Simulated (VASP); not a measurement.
Wanted: the native input for a VASP 6.6.1 run.

- Task: single point
- Functional: PBEsol
- Potentials or basis: VASP PAW PBE potentials, release 64 (Sb)
- Cutoff: 520 eV
- k mesh: 12 × 12 × 12
- Occupations: gaussian, width 0.15 eV
- Spin: no spin polarisation
- Dipole correction: no
- Further INCAR settings: ALGO = Normal; EDIFF = 1e-06; NBANDS = 12

The structure of Sb lies in POSCAR:

```
Sb
1.0
    2.0430703154      1.1795671966      3.9312000000
   -2.0430703154      1.1795671966      3.9312000000
    0.0000000000     -2.3591343931      3.9312000000
Sb
2
Direct
    0.2336400000      0.2336400000      0.2336400000
    0.7663600000      0.7663600000      0.7663600000
```

This cell differs from its parent crystal: strain -0.050 along x and y, +0.050 along z.

One way to write it, as run:

INCAR

```
ALGO = Normal ; EDIFF = 1E-6
ENCUT = 520 ; GGA = PS
ISIF = 2 ; ISMEAR = 0
LASPH = T ; LCHARG = F
LREAL = F ; LWAVE = F
NBANDS = 12 ; NELM = 60
PREC = Accurate ; SIGMA = 0.15
```

KPOINTS

```
k-points
0
Gamma
  12 12 12
```

Potentials or basis: VASP PAW PBE potentials, release 64 (Sb).

Command:

```sh
$ cat potpaw_PBE.64/Sb/POTCAR > POTCAR
$ mpirun -np 1 vasp_std > vasp.out
```

It gave:

```
Pressure               : 4.8 GPa
Largest force          : 0.564 eV/Å
Band gap on the k mesh : zero (bands 5 and 6 overlap by 0.86 eV)
```

Caveat: the cell differs from its parent crystal (strain -0.050 along x and y, +0.050 along z); the cell stands under pressure; the PAW data sets were made with another functional, which shifts forces and pressure a little; spin-orbit coupling is left out, which moves the levels of the heavy elements.

It took 60 s on 1 thread of AMD EPYC 9R45 96-Core Processor (Zen 5) (shared host), peak memory 0.24 GiB.
